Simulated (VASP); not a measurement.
Here is a VASP 6.6.1 calculation.

Contents of INCAR:

```
  PREC = Accurate
  ENCUT = 520
  EDIFF = 1E-6
  ISMEAR = 0
  SIGMA = 0.01
  LREAL = False
  LASPH = True
  NELM = 60
  ALGO = Normal
  ISIF = 2
  LWAVE = False
  LCHARG = True
  GGA = PS
  LELF = True
  LVHAR = True
  NBANDS = 11
```

The input KPOINTS:

```
Automatic mesh
0
Gamma
  10 10 10
```

Contents of POSCAR:

```
C
1.0
    0.0000000000      1.7833700000      1.7833700000
    1.7833700000      0.0000000000      1.7833700000
    1.7833700000      1.7833700000      0.0000000000
C
2
Direct
    0.0000000000      0.0000000000      0.0000000000
    0.2500000000      0.2500000000      0.2500000000
```

Potentials or basis: VASP PAW PBE potentials, release 64 (C).

Run with:

```console
$ cat potpaw_PBE.64/C/POTCAR > POTCAR
$ mpirun -np 1 vasp_std > vasp.out
```

Question: What does it give for the pressure?

Answer: -3.8 GPa.

Question: Predict the band gap on the k mesh.

Answer: 4.04 eV, indirect (least direct gap 5.54 eV).

Caveat: the PAW data sets were made with another functional, which shifts forces and pressure a little. A k mesh can miss the band edges.
